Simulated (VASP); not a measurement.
# SnSe2 (P-3m1) in VASP: notebook

The runs below take SnSe2 through single point, with PBE.

Everything below comes from runs of VASP 6.6.1. Logs are shortened: lines on timing, memory, paths and dates and some standing lists are left out, and cuts for length are marked.

### Step 1. The cell of the first run

Symmetry: P-3m1, No. 164, trigonal system. Conventional cell: a = 3.811 Å, b = 3.811 Å, c = 6.136 Å, α = 90.00°, β = 90.00°, γ = 120.00°. Sn (site symmetry -3m) has 6 Se at 2.72 Å within 3.6 Å. Se (site symmetry 3m) has 3 Sn at 2.72 Å and 12 Se at 3.66 to 3.89 Å within 3.9 Å.

### Step 2. Single point, PBE

INCAR reads:

```
ALGO = Normal
EDIFF = 1E-6
ENCUT = 520
GGA = PE
ISIF = 2
ISMEAR = -1
LASPH = True
LCHARG = False
LREAL = False
LWAVE = False
NBANDS = 20
NELM = 60
PREC = Accurate
SIGMA = 0.02
```

KPOINTS reads:

```
k-points
0
Gamma
  13 13 7
```

POSCAR reads:

```
SnSe2
1.0
    3.8110000000      0.0000000000      0.0000000000
   -1.9055000000      3.3004228138      0.0000000000
    0.0000000000      0.0000000000      6.1360000000
Sn Se
1 2
Direct
    0.0000000000      0.0000000000      0.0000000000
    0.3333333333      0.6666666667      0.2617028904
    0.6666666667      0.3333333333      0.7382971096
```

Potentials or basis: VASP PAW PBE potentials, release 64 (Sn_d, Se).

Started as:

```bash
$ cat potpaw_PBE.64/Sn_d/POTCAR potpaw_PBE.64/Se/POTCAR > POTCAR
$ mpirun -np 1 vasp_std > vasp.out
```

OUTCAR:

```text
EDIFF = 1E-6
   ENCUT = 520
   GGA = PE
   ISIF = 2
   ISMEAR = -1
   LASPH = True
   LREAL = False
   NELM = 60
   PREC = Accurate

 ion  position               nearest neighbor table
   1  0.000  0.000  0.000-   2 2.72   3 2.72   2 2.72   3 2.72   3 2.72   2 2.72
   2  0.333  0.667  0.262-   1 2.72   1 2.72   1 2.72
   3  0.667  0.333  0.738-   1 2.72   1 2.72   1 2.72

  LATTYP: Found a hexagonal cell.
 ALAT       =     3.8110000000
 C/A-ratio  =     1.6100760955

  Lattice vectors:

 A1 = (   3.8110000000,   0.0000000000,   0.0000000000)
 A2 = (  -1.9055000000,   3.3004228138,   0.0000000000)
 A3 = (   0.0000000000,   0.0000000000,   6.1360000000)

Analysis of symmetry for initial positions (statically):
=====================================================================
 Subroutine PRICEL returns:
 Original cell was already a primitive cell.

 Routine SETGRP: Setting up the symmetry group for a
 hexagonal supercell.

 Subroutine GETGRP returns: Found 12 space group operations
 (whereof 12 operations were pure point group operations)
 out of a pool of 24 trial point group operations.

The static configuration has the point symmetry D_3d.

Analysis of symmetry for dynamics (positions and initial velocities):
=====================================================================
 Subroutine PRICEL returns:
 Original cell was already a primitive cell.

 Routine SETGRP: Setting up the symmetry group for a
 hexagonal supercell.

 Subroutine GETGRP returns: Found 12 space group operations
 (whereof 12 operations were pure point group operations)
 out of a pool of 24 trial point group operations.

The dynamic configuration has the point symmetry D_3d.

 Subroutine INISYM returns: Found 12 space group operations
 (whereof 12 operations are pure point group operations),
 and found     1 'primitive' translations

----------------------------------------------------------------------------------------

                                     Primitive cell

  volume of cell :      77.1781

  direct lattice vectors                    reciprocal lattice vectors
     3.811000000  0.000000000  0.000000000     0.262398321  0.151495741  0.000000000
    -1.905500000  3.300422814  0.000000000     0.000000000  0.302991482  0.000000000
     0.000000000  0.000000000  6.136000000     0.000000000  0.000000000  0.162972621

  length of vectors
     3.811000000  3.811000000  6.136000000     0.302991482  0.302991482  0.162972621

  position of ions in fractional coordinates (direct lattice)
     0.000000000  0.000000000  0.000000000
     0.333333333  0.666666667  0.261702890
     0.666666667  0.333333333  0.738297110

  ion indices of the primitive-cell ions
   primitive index   ion index
                 1           1
                 2           2
                 3           3

----------------------------------------------------------------------------------------

 KPOINTS: k-points

Automatic generation of k-mesh.
 Grid dimensions read from file:
 generate k-points for:   13   13    7

 Generating k-lattice:

  Cartesian coordinates                     Fractional coordinates (reciprocal lattice)
     0.020184486  0.011653519  0.000000000     0.076923077 -0.000000000  0.000000000
     0.000000000  0.023307037  0.000000000     0.000000000  0.076923077  0.000000000
     0.000000000  0.000000000  0.023281803     0.000000000  0.000000000  0.142857143

  Length of vectors
     0.023307037  0.023307037  0.023281803

  Shift w.r.t. Gamma in fractional coordinates (k-lattice)
     0.000000000  0.000000000  0.000000000

 Subroutine IBZKPT returns following result:
 ===========================================

 Found    126 irreducible k-points:

 Following reciprocal coordinates:
            Coordinates               Weight
  0.000000  0.000000  0.000000      1.000000
  0.076923 -0.000000  0.000000      6.000000
  0.153846 -0.000000  0.000000      6.000000
  0.230769 -0.000000  0.000000      6.000000
  0.307692 -0.000000  0.000000      6.000000
  0.384615 -0.000000  0.000000      6.000000
[... 16 lines left out ...]
  0.076923 -0.000000  0.142857      6.000000
  0.000000  0.076923  0.142857      6.000000
 [... further k-points ...]
   k-points           NKPTS =    126   k-points in BZ     NKDIM =    126   number of bands    NBANDS=     20
   number of dos      NEDOS =    301   number of ions     NIONS =      3
   total plane-waves  NPLWV =  37632
   dimension x,y,z NGX =    28 NGY =   28 NGZ =   48
   dimension x,y,z NGXF=    56 NGYF=   56 NGZF=   96
   ions per type =               1   2
   NGX,Y,Z   is equivalent  to a cutoff of  12.21, 12.21, 13.00 a.u.
   NGXF,Y,Z  is equivalent  to a cutoff of  24.43, 24.43, 26.01 a.u.
 SYSTEM =  unknown system
   PREC   = accura    normal or accurate (medium, high low for compatibility)
   ISTART =      0    job   : 0-new  1-cont  2-samecut
   ICHARG =      2    charge: 1-file 2-atom 10-const
   ISPIN  =      1    spin polarized calculation?
   LNONCOLLINEAR =      F non collinear calculations
   LSORBIT =      F    spin-orbit coupling
   LASPH  =      T    aspherical Exc in radial PAW
   ENCUT  =  520.0 eV  38.22 Ry    6.18 a.u.   7.09  7.09 11.41*2*pi/ulx,y,z
   NELM   =     60;   NELMIN=  2; NELMDL= -5     # of ELM steps
   EDIFF  = 0.1E-05   stopping-criterion for ELM
   LREAL  =      F    real-space projection
   EDIFFG = 0.1E-04   stopping-criterion for IOM
   NSW    =      0    number of steps for IOM
   IBRION =     -1    ionic relax: 0-MD 1-quasi-New 2-CG
   NFREE  =      0    steps in history (QN), initial steepest desc. (CG)
   ISIF   =      2    stress and relaxation
   ISYM   =      2    0-nonsym 1-usesym 2-fastsym
   POTIM  = 0.5000    time-step for ionic-motion
   TEBEG  =    0.0;   TEEND  =   0.0 temperature during run
   PSTRESS=    0.0 pullay stress
   NELECT =      26.0000    total number of electrons
   NUPDOWN=      -1.0000    fix difference up-down
   EMIN   =  10.00;   EMAX   =-10.00  energy-range for DOS
   EFERMI =   0.00;   METHOD = LEGACY
   ISMEAR =    -1;   SIGMA  =   0.02  broadening in eV -4-tet -1-fermi 0-gaus
   EFERMI_NEDOS =   21; number of points for ismear=-14 and -15
   IALGO  =     38    algorithm
   IMIX   =      4    mixing-type and parameters
     AMIX     =   0.40;   BMIX     =  1.00
     AMIX_MAG =   1.60;   BMIX_MAG =  1.00
  volume/ion in A,a.u.               =      25.73       173.61
  Fermi-wavevector in a.u.,A,eV,Ry     =   1.139116  2.152617 17.654722  1.297585
  Thomas-Fermi vector in A             =   2.275820
   LORBIT       =      0    0 simple, 1 ext, 2 COOP (PROOUT), +10 PAW based schemes
   GGA     = PE    functional components
   LHFCALC =     F    Hartree Fock is set to
   AEXX    =    0.0000 exact exchange contribution
   IVDW    =     0    specifies the selected vdW correction
   LEPSILON=     F    determine dielectric tensor
   LRPA    =     F    only Hartree local field effects (RPA)
 non-spin polarized calculation
  energy-cutoff  :      520.00
  volume of cell :       77.18
 maximum number of plane-waves:      2097
   NGX = 15   NGY = 15   NGZ = 23

 number of electron      26.0000006 magnetization

 Free energy of the ion-electron system (eV)
  ---------------------------------------------------
  ext. energy  EPLUGINS =         0.00000000
  ---------------------------------------------------
  free energy    TOTEN  =       -11.80965431 eV

  energy without entropy =      -11.80965429  energy(sigma->0) =      -11.80965430

 E-fermi :   4.5206     XC(G=0):  -9.5201

 val. band max:        4.2600167538   @ k =   0.0769   0.0769   0.0000
 cond. band min:       4.7811650263   @ k =   0.0000   0.4615   0.2857
 fundamental gap:      0.5211482725
 Fermi energy:         4.5205571551

 k-point     1 :       0.0000    0.0000    0.0000
  band No.  band energies     occupation
      1     -17.0460      2.00000
      2     -17.0460      2.00000
      3     -17.0072      2.00000
      4     -16.9964      2.00000
      5     -16.9964      2.00000
      6      -9.6005      2.00000
[... 12 lines left out ...]
     19      13.2624      0.00000
     20      13.2624      0.00000

 k-point     2 :       0.0769   -0.0000    0.0000
  band No.  band energies     occupation
      1     -17.0482      2.00000
      2     -17.0436      2.00000
      3     -17.0056      2.00000
      4     -16.9981      2.00000
      5     -16.9964      2.00000
      6      -9.5427      2.00000
[... 12 lines left out ...]
     19      12.5554      0.00000
     20      13.3236      0.00000

 k-point     3 :       0.1538   -0.0000    0.0000
  band No.  band energies     occupation
      1     -17.0549      2.00000
      2     -17.0374      2.00000
      3     -17.0037      2.00000
      4     -16.9996      2.00000
      5     -16.9958      2.00000
      6      -9.3727      2.00000
[... 12 lines left out ...]
     19      12.3964      0.00000
     20      13.4510      0.00000

 k-point     4 :       0.2308   -0.0000    0.0000
  band No.  band energies     occupation
      1     -17.0654      2.00000
      2     -17.0301      2.00000
      3     -17.0090      2.00000
      4     -16.9937      2.00000
      5     -16.9926      2.00000
      6      -9.1016      2.00000
[... 12 lines left out ...]
     19      12.3956      0.00000
     20      13.8092      0.00000

 k-point     5 :       0.3077   -0.0000    0.0000
  band No.  band energies     occupation
      1     -17.0775      2.00000
      2     -17.0247      2.00000
      3     -17.0143      2.00000
      4     -16.9889      2.00000
      5     -16.9844      2.00000
      6      -8.7538      2.00000
[... 12 lines left out ...]
     19      13.0207      0.00000
     20      14.0715      0.00000
[... 353 lines left out ...]
      6      -7.7096      2.00000
[... 12 lines left out ...]
     19      12.4139      0.00000
     20      13.4227      0.00000

 k-point    22 :       0.0000    0.0000    0.1429
  band No.  band energies     occupation
      1     -17.0460      2.00000
      2     -17.0460      2.00000
      3     -17.0072      2.00000
      4     -16.9964      2.00000
      5     -16.9964      2.00000
      6      -9.5639      2.00000
[... 12 lines left out ...]
     19      13.0924      0.00000
     20      13.0924      0.00000

 k-point    23 :       0.0769   -0.0000    0.1429
  band No.  band energies     occupation
      1     -17.0482      2.00000
      2     -17.0436      2.00000
      3     -17.0056      2.00000
      4     -16.9981      2.00000
      5     -16.9964      2.00000
      6      -9.5063      2.00000
[... 12 lines left out ...]
     19      12.5364      0.00000
     20      13.3443      0.00000

 k-point    24 :       0.0000    0.0769    0.1429
  band No.  band energies     occupation
      1     -17.0482      2.00000
      2     -17.0436      2.00000
      3     -17.0056      2.00000
      4     -16.9981      2.00000
      5     -16.9964      2.00000
      6      -9.5063      2.00000
[... 12 lines left out ...]
     19      12.4673      0.00000
     20      13.0445      0.00000

 [... further k-points ...]

------------------------ aborting loop because EDIFF is reached ----------------------------------------

  FORCE on cell =-STRESS in cart. coord.  units (eV):
  Direction    XX          YY          ZZ          XY          YZ          ZX
  --------------------------------------------------------------------------------------
  -------------------------------------------------------------------------------------
  Total        1.4616574      1.4616574      0.9751379      0.0000000      0.0000000      0.0000000
  in kB       30.3432631     30.3432631     20.2433657      0.0000000      0.0000000      0.0000000
  external PRESSURE =      26.9766307 kB  Pullay stress =       0.0000000 kB

 VOLUME and BASIS-vectors are now :
 -----------------------------------------------------------------------------
  energy-cutoff  :      520.00
  volume of cell :       77.18
      direct lattice vectors                 reciprocal lattice vectors
     3.811000000  0.000000000  0.000000000     0.262398321  0.151495741  0.000000000
    -1.905500000  3.300422814  0.000000000     0.000000000  0.302991482  0.000000000
     0.000000000  0.000000000  6.136000000     0.000000000  0.000000000  0.162972621

 POSITION                                       TOTAL-FORCE (eV/Angst)
 -----------------------------------------------------------------------------------
      0.00000      0.00000      0.00000         0.000000      0.000000      0.000000
     -0.00000      2.20028      1.60581        -0.000000      0.000000      0.000805
      1.90550      1.10014      4.53019         0.000000     -0.000000     -0.000805
 -----------------------------------------------------------------------------------
    total drift:                                0.000000      0.000000      0.000000

  FREE ENERGIE OF THE ION-ELECTRON SYSTEM (eV)
  ---------------------------------------------------
  free  energy   TOTEN  =       -11.8096543059 eV

  energy  without entropy=      -11.8096542872  energy(sigma->0) =      -11.80965430
```

Run time: 2.8 min. Hardware: 1 thread of Intel Xeon 8259CL, shared host; peak memory 0.29 GiB.

What came out:

- Free energy: -11.8097 eV
- Pressure: 2.7 GPa
- Band gap on the k mesh: 0.52 eV (least direct gap 1.08 eV)

Caveat: spin-orbit coupling is left out, which moves the levels of the heavy elements; an odd mesh through Γ misses points on the zone boundary, where band edges can lie; this functional lacks dispersion, which binds the layers, so the pressure and a relaxed spacing across them are unreliable.

### Step 3. Single point, PBE (z stretched by +1 %, then relaxed in part)

INCAR reads:

```
SYSTEM = SnSe2
PREC = Accurate
ENCUT = 520
EDIFF = 1E-7
ISMEAR = -1
SIGMA = 0.02
LREAL = .FALSE.
LASPH = .TRUE.
NELM = 80
ALGO = Normal
ISIF = 2
LWAVE = .FALSE.
LCHARG = .FALSE.
GGA = PE
NBANDS = 20
```

KPOINTS reads:

```
Automatic mesh
0
G
  13 13 7
  0 0 0
```

POSCAR reads:

```
SnSe2
1.0
    3.8110000000      0.0000000000      0.0000000000
   -1.9055000000      3.3004228138      0.0000000000
    0.0000000000      0.0000000000      6.1973600000
Sn Se
1 2
Direct
    0.0000000000      0.0000000000      0.0000000000
    0.3333333333      0.6666666667      0.2592533450
    0.6666666667      0.3333333333      0.7407466550
```

Potentials or basis: VASP PAW PBE potentials, release 64 (Sn_d, Se).

Started as:

```bash
$ cat potpaw_PBE.64/Sn_d/POTCAR potpaw_PBE.64/Se/POTCAR > POTCAR
$ mpirun -np 1 vasp_std > vasp.out
```

Run time: 2.8 min. Hardware: 1 thread of Intel Xeon 8259CL, shared host; peak memory 0.29 GiB.

Results (log left out):

```
Free energy            : -11.8187 eV
Pressure               : 2.5 GPa
Largest force          : 0.007 eV/Å
Band gap on the k mesh : 0.57 eV (least direct gap 1.12 eV)
```

Forces on the atoms (eV/Å):
```
Sn   0.000  0.000  0.000
Se   0.000  0.000  0.007
Se   0.000  0.000 -0.007
```

Stress tensor (GPa, compression positive):
```
2.86 0.00 0.00
0.00 2.86 0.00
0.00 0.00 1.75
```

Levels at points of the mesh, in eV from the valence-band top:
```csv
k point,band 11,band 12,band 13,band 14,band 15,band 16
"(0.00, 0.00, 0.00)",-0.29,-0.29,-0.20,0.95,3.14,4.67
```

Caveat: the cell differs from its parent crystal (z stretched by +1 %, then relaxed in part); spin-orbit coupling is left out, which moves the levels of the heavy elements; an odd mesh through Γ misses points on the zone boundary, where band edges can lie; this functional lacks dispersion, which binds the layers, so the pressure and a relaxed spacing across them are unreliable.
